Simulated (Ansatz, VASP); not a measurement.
## NiO in VASP and in Ansatz

```
Ni O
1.0
     0.00000    2.12681    2.12681
     2.12681    0.00000    2.12681
     2.12681    2.12681    0.00000
Ni O
1 1
Direct
  0.00000 0.00000 0.00000
  0.50000 0.50000 0.50000
```

Change from the starting cell: volume scaled by 1.06.

Alike in both runs: task single point; functional PBEsol; k mesh 11 × 11 × 11; occupations fermi-dirac, width 0.05 eV; collinear spin.

```csv
,VASP,Ansatz
version,VASP 6.6.1,Ansatz 0.2.0
potentials or method,"VASP PAW PBE potentials, release 64 (Ni, O), cutoff 520 eV","all-electron LAPW, scalar-relativistic"
```

Ansatz gave:

| Property | Result |
| --- | --- |
| gap on the k mesh at the Fermi level (eV) | none |
| pressure (GPa) | -14.7 |
| net moment per atom (μB) | 0.86 |
| size of the moment on the site where the two differ most (μB) | 1.42 |

Task: Estimate VASP's values.

Result: gap on the k mesh at the Fermi level (eV): none; pressure (GPa): -15.6; net moment per atom (μB): 0.80; size of the moment on the site where the two differ most (μB): 1.31.

VASP's potentials were made for PBE, not for PBEsol. Site moments also hang on the region over which each program counts them. A gap of «none» marks a metal or a gap that the smearing closes. Ansatz ran all-electron here, and VASP with PAW potentials.
